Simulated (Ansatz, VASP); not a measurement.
## MgSe in VASP and in Ansatz

```
Mg Se
1.0
     2.64943    2.64943    0.00000
    -2.64943    2.64943    0.00000
     0.00000    2.64943    2.64943
Mg Se
1 1
Direct
  0.00000 0.00000 0.00000
  0.50000 0.50000 0.00000
```

Alike in both runs: task single point; functional LDA; k mesh 8 × 8 × 8; no spin polarisation.

|  | VASP | Ansatz |
| --- | --- | --- |
| version | VASP 6.6.1 | Ansatz 0.2.0 |
| potentials or method | VASP PAW LDA potentials, release 64 (Mg, Se), cutoff 600 eV | all-electron LAPW, scalar-relativistic |
| occupations | gaussian, width 0.01 eV | fixed |

Ansatz gave:

| Property | Result |
| --- | --- |
| gap on the k mesh at the Fermi level (eV) | 1.80 |
| pressure (GPa) | 4.0 |

**Question.** Estimate VASP's values.

**Answer.** gap on the k mesh at the Fermi level (eV): 1.79; pressure (GPa): 3.7.

LDA's correlation is that of Perdew and Zunger in VASP and of Perdew and Wang (1992) in Ansatz. Ansatz ran all-electron here, and VASP with PAW potentials.
